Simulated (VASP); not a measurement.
# Al (Im-3m) in VASP: a series of runs, part 2 of 2

VASP 6.6.1. Earlier steps stand in the parts before.

### 4 Relaxation of cell and atoms, PBEsol, target pressure 10 GPa, at which the enthalpy is minimised

This run uses another cell than the first one, of 16.54 Å³/atom.

File INCAR:

```
  PREC = Accurate
  ENCUT = 500
  EDIFF = 1E-7
  ISMEAR = -1
  SIGMA = 0.1
  LREAL = False
  LASPH = True
  NELM = 120
  ALGO = Normal
  ISIF = 3
  LWAVE = False
  LCHARG = False
  GGA = PS
  IBRION = 2
  NSW = 80
  EDIFFG = -0.01
  PSTRESS = 100.0
  GGA_COMPAT = False
  NELMIN = 4
```

File KPOINTS:

```
Automatic mesh
0
Gamma
  9 9 9
```

File POSCAR:

```
Al
1.0
   -1.6050000000      1.6050000000      1.6050000000
    1.6050000000     -1.6050000000      1.6050000000
    1.6050000000      1.6050000000     -1.6050000000
Al
1
Direct
    0.0000000000      0.0000000000      0.0000000000
```

Potentials or basis: VASP PAW PBE potentials, release 64 (Al).

Run with:

```sh
$ cat potpaw_PBE.64/Al/POTCAR > POTCAR
$ mpirun -np 1 vasp_std > vasp.out
```

OUTCAR:

```text
PREC = Accurate
   ENCUT = 500
   EDIFF = 1E-7
   ISMEAR = -1
   LREAL = False
   LASPH = True
   NELM = 120
   ISIF = 3
   GGA = PS
   IBRION = 2
   NSW = 80
   EDIFFG = -0.01
   PSTRESS = 100.0
   NELMIN = 4

 ion  position               nearest neighbor table
   1  0.000  0.000  0.000-

  LATTYP: Found a body centered cubic cell.
 ALAT       =     3.2100000000

  Lattice vectors:

 A1 = (  -1.6050000000,   1.6050000000,   1.6050000000)
 A2 = (   1.6050000000,  -1.6050000000,   1.6050000000)
 A3 = (   1.6050000000,   1.6050000000,  -1.6050000000)

Analysis of symmetry for initial positions (statically):
=====================================================================
 Subroutine PRICEL returns:
 Original cell was already a primitive cell.

 Routine SETGRP: Setting up the symmetry group for a
 body centered cubic supercell.

 Subroutine GETGRP returns: Found 48 space group operations
 (whereof 48 operations were pure point group operations)
 out of a pool of 48 trial point group operations.
[... 164 lines left out ...]

  FORCE on cell =-STRESS in cart. coord.  units (eV):
  Direction    XX          YY          ZZ          XY          YZ          ZX
  --------------------------------------------------------------------------------------
  -------------------------------------------------------------------------------------
  Total        0.0259599      0.0259599      0.0259599     -0.0000000     -0.0000000      0.0000000
  in kB        2.5149456      2.5149456      2.5149456     -0.0000000     -0.0000000      0.0000000
  external PRESSURE =     -97.4850544 kB  Pullay stress =     100.0000000 kB
[... 61 lines left out ...]
--------------------------------------- Ionic step        3  -------------------------------------------

 number of electron       3.0000000 magnetization

 Free energy of the ion-electron system (eV)
  ---------------------------------------------------
  ext. energy  EPLUGINS =         0.00000000
  ---------------------------------------------------
  free energy    TOTEN  =        -3.94647426 eV

  energy without entropy =       -3.93076220  energy(sigma->0) =       -3.93861823

 E-fermi :   9.1598     XC(G=0): -10.6450

 val. band max:        8.8309418097   @ k =  -0.4444  -0.4444   0.3333
 cond. band min:       9.1780307389   @ k =  -0.3333  -0.4444   0.1111
 fundamental gap:      0.3470889292
 Fermi energy:         9.1597886658

 k-point     1 :       0.0000    0.0000    0.0000
  band No.  band energies     occupation
      1      -2.7886      2.00000
      2      22.9608      0.00000
      3      22.9608      0.00000
      4      22.9608      0.00000
      5      25.3464      0.00000
[... 177 lines left out ...]
 k-point    24 :      -0.4444   -0.4444    0.1111
  band No.  band energies     occupation
      1       5.3246      2.00000
      2       6.0908      2.00000
      3      12.1144      0.00000
      4      18.7639      0.00000
      5      21.2810      0.00000

 [... further k-points ...]

------------------------ aborting loop because EDIFF is reached ----------------------------------------

  FORCE on cell =-STRESS in cart. coord.  units (eV):
  Direction    XX          YY          ZZ          XY          YZ          ZX
  --------------------------------------------------------------------------------------
  -------------------------------------------------------------------------------------
  Total        0.9291075      0.9291075      0.9291075      0.0000000     -0.0000000      0.0000000
  in kB      100.0606725    100.0606725    100.0606725      0.0000000     -0.0000000      0.0000000
  external PRESSURE =       0.0606725 kB  Pullay stress =     100.0000000 kB
[... 20 lines left out ...]
  energy  without entropy=       -3.9307622023  energy(sigma->0) =       -3.93861823

  enthalpy is  TOTEN    =        -3.0179301138 eV   P V=        0.9285441421

 reached required accuracy - stopping structural energy minimisation
```

OSZICAR:

```text
N       E                     dE             d eps       ncg     rms          rms(c)
DAV:   1    -0.233173956136E+01   -0.23317E+01   -0.87857E+02   375   0.323E+02
DAV:   2    -0.401096673249E+01   -0.16792E+01   -0.14455E+01   460   0.279E+01
DAV:   3    -0.402464957533E+01   -0.13683E-01   -0.13614E-01   520   0.266E+00
[... 17 lines left out ...]
DAV:   1    -0.394724001791E+01   -0.50357E-01   -0.84860E-02   430   0.191E+00    0.267E-01
DAV:   2    -0.394679142098E+01    0.44860E-03   -0.58855E-04   420   0.218E-01    0.960E-02
DAV:   3    -0.394649610557E+01    0.29532E-03   -0.88818E-05   410   0.583E-02    0.322E-02
DAV:   4    -0.394647428141E+01    0.21824E-04   -0.90889E-06   485   0.185E-02    0.212E-02
DAV:   5    -0.394647425591E+01    0.25502E-07   -0.65000E-08   420   0.253E-03
   3 F= -.30179301E+01 E0= -.30100741E+01  d E =-.549157E-01
```

Wall time 2.7 s (1 thread of Intel Xeon 6975P-C (Granite Rapids), shared host); peak memory 0.12 GiB.

What came out:

```
Free energy                                                : -3.9465 eV
Relaxed volume                                             : 14.88 Å³/atom
Relaxed cell                                               : a = 2.684 Å, b = 2.684 Å, c = 2.684 Å, α = 109.47°, β = 109.47°, γ = 109.47°
Space group after relaxing (to 0.1 Å)                      : Im-3m (No. 229)
Energy change on relaxing (the run minimises the enthalpy) : +48.8 meV/atom
Ionic steps                                                : 3
Pressure after relaxing                                    : 10.0 GPa
Band gap on the k mesh                                     : zero (an odd number of electrons rules out a gap without spin polarisation)
```

The path:
```
step  energy change (eV)  largest force (eV/Å)  pressure (GPa)  volume (Å³)
   1              0.0000                0.0000            0.25        16.54
   2              0.0984                0.0000           15.31        14.24
   3              0.0488                0.0000           10.01        14.88
```

Final structure:
```
Al
1.0
    -1.54936    1.54936    1.54936
     1.54936   -1.54936    1.54936
     1.54936    1.54936   -1.54936
Al
1
Direct
  0.00000 0.00000 0.00000
```

Caveat: the cell is relaxed towards a set pressure, so the run minimises the enthalpy, not the energy; the PAW data sets were made with another functional, which shifts forces and pressure a little.

### 5 Overview

| task | cell | gap on the mesh (eV) | pressure (GPa) |
| --- | --- | --- | --- |
| single point | a = 2.782 Å, angles 109.5°, 1 atom | none | 0.1 |
| relaxation of cell and atoms | relaxed from a = 2.780 Å, angles 109.5°, 1 atom | none | 0.0 |
| relaxation of cell and atoms | relaxed to 10 GPa from a = 2.780 Å, angles 109.5°, 1 atom | none | 10.0 |

Alike in all rows: level PBEsol; potentials or basis VASP PAW PBE potentials, release 64 (Al); no spin polarisation; k mesh 9 × 9 × 9; cutoff (eV) 500; smearing fermi-dirac 0.1 eV.

Caveats: the PAW data sets were made with another functional, which shifts forces and pressure a little; the cell is relaxed towards a set pressure, so the run minimises the enthalpy, not the energy (at least some runs).

Total energies depend on the potentials used, so only differences within one code and one set of settings carry meaning.
